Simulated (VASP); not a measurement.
Wanted: the native input for a VASP 6.6.1 run.

```
Task                   : single point
Functional             : LDA
Potentials or basis    : VASP PAW LDA potentials, release 64 (Hf_pv)
Cutoff                 : 520 eV
k mesh                 : 15 × 15 × 15
Occupations            : fermi-dirac, width 0.1 eV
Spin                   : no spin polarisation
Dipole correction      : no
Further INCAR settings : ALGO = Normal; EDIFF = 1e-06; NBANDS = 11
```

The structure of Hf lies in POSCAR:

```
Hf
1.0
    2.6643657244      0.0000000000      0.0000000000
    0.0000000000      2.6643657244      0.0000000000
    0.0000000000      0.0000000000      2.6643657244
Hf
1
Direct
    0.0000000000      0.0000000000      0.0000000000
```

This cell differs from its parent crystal: volume scaled by 0.84.

One way to write it, as run:

INCAR

```
SYSTEM = Hf
PREC = Accurate
ENCUT = 520
EDIFF = 1E-6
ISMEAR = -1
SIGMA = 0.1
LREAL = .FALSE.
LASPH = .TRUE.
NELM = 60
ALGO = Normal
ISIF = 2
LWAVE = .FALSE.
LCHARG = .TRUE.
GGA = CA
LELF = .TRUE.
LVHAR = .TRUE.
NBANDS = 11
```

KPOINTS

```
regular mesh
0
G
  15 15 15
  0 0 0
```

Potentials or basis: VASP PAW LDA potentials, release 64 (Hf_pv).

Run with:

```bash
$ cat potpaw_LDA.64/Hf_pv/POTCAR > POTCAR
$ mpirun -np 1 vasp_std > vasp.out
```

It gave:

- Pressure: 20.5 GPa
- Band gap on the k mesh: zero (band 5 reaches 6.54 eV, above the bottom of band 6 at 3.35 eV)

Caveat: spin-orbit coupling is left out, which moves the levels of the heavy elements.

Wall time 8.6 s on 1 thread of AMD EPYC 9R45 96-Core Processor (Zen 5), on a shared host, peak memory 0.1 GiB.
